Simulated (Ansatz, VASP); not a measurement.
# Two plane-wave programs on ZnS

Contents of INCAR:

```
  PREC = Accurate
  ENCUT = 520
  EDIFF = 1E-7
  ISMEAR = 0
  SIGMA = 0.05
  LREAL = F
  LASPH = T
  NELM = 100
  ALGO = Normal
  ISIF = 2
  LWAVE = F
  LCHARG = T
  GGA = PS
  LELF = T
  LVHAR = T
  NBANDS = 26
```

File KPOINTS:

```
regular mesh
0
Gamma
  9 9 6
```

The input POSCAR:

```
ZnS
1.0
    3.6778050849      0.0000000000      0.0000000000
   -1.8389025425      3.1850726337      0.0000000000
    0.0000000000      0.0000000000      6.0385469599
Zn S
2 2
Direct
    0.3333333333      0.6666666667     -0.0187171420
    0.6666666667      0.3333333333      0.4812828580
    0.3333333333      0.6666666667      0.3795575521
    0.6666666667      0.3333333333      0.8795575521
```

Input for Ansatz:

```yaml
crystal:
  lattice:
    - [3.6778050849, 0.0, 0.0]
    - [-1.8389025425, 3.1850726337, 0.0]
    - [0.0, 0.0, 6.0385469599]
  atoms:
    - { symbol: Zn, position: [0.3333333333, 0.6666666667, -0.018717142] }
    - { symbol: Zn, position: [0.6666666667, 0.3333333333, 0.481282858] }
    - { symbol: S, position: [0.3333333333, 0.6666666667, 0.3795575521] }
    - { symbol: S, position: [0.6666666667, 0.3333333333, 0.8795575521] }
basis:
  ecutwfc: 520.0
kpoints:
  mp_grid: { grid: [9, 9, 6] }
hamiltonian:
  xc: pbesol
  pseudopotentials: { kind: paw }
scf:
  occupations: { method: gaussian, width: 0.05 }
output:
  forces: true
  stress: true
  eigenvalues: true
```

Alike in both runs: task single point; functional PBEsol; k mesh 9 × 9 × 6; occupations gaussian, width 0.05 eV; no spin polarisation.

```csv
,VASP,Ansatz
version,VASP 6.6.1,Ansatz 0.2.0
potentials or method,"VASP PAW PBE potentials, release 64 (Zn, S), cutoff 520 eV","scalar-relativistic, plane waves, PAW"
valence electrons in the cell,36,36
```

```tsv
	VASP	Ansatz	Ansatz less VASP
gap on the k mesh at the Fermi level (eV)	2.64	2.62	-0.014
least direct gap on the mesh (eV)	2.64	2.62	-0.014
pressure (GPa)	9.2	8.9	-0.28
traceless stress, the component that is largest in VASP (GPa)	-5.75	-5.71	+0.045
rms of the force components (eV/Å)	0.493	0.491	-0.0024
```

VASP's potentials were made for PBE, not for PBEsol. Atom by atom the forces differ by 0.002 eV/Å (rms over components).
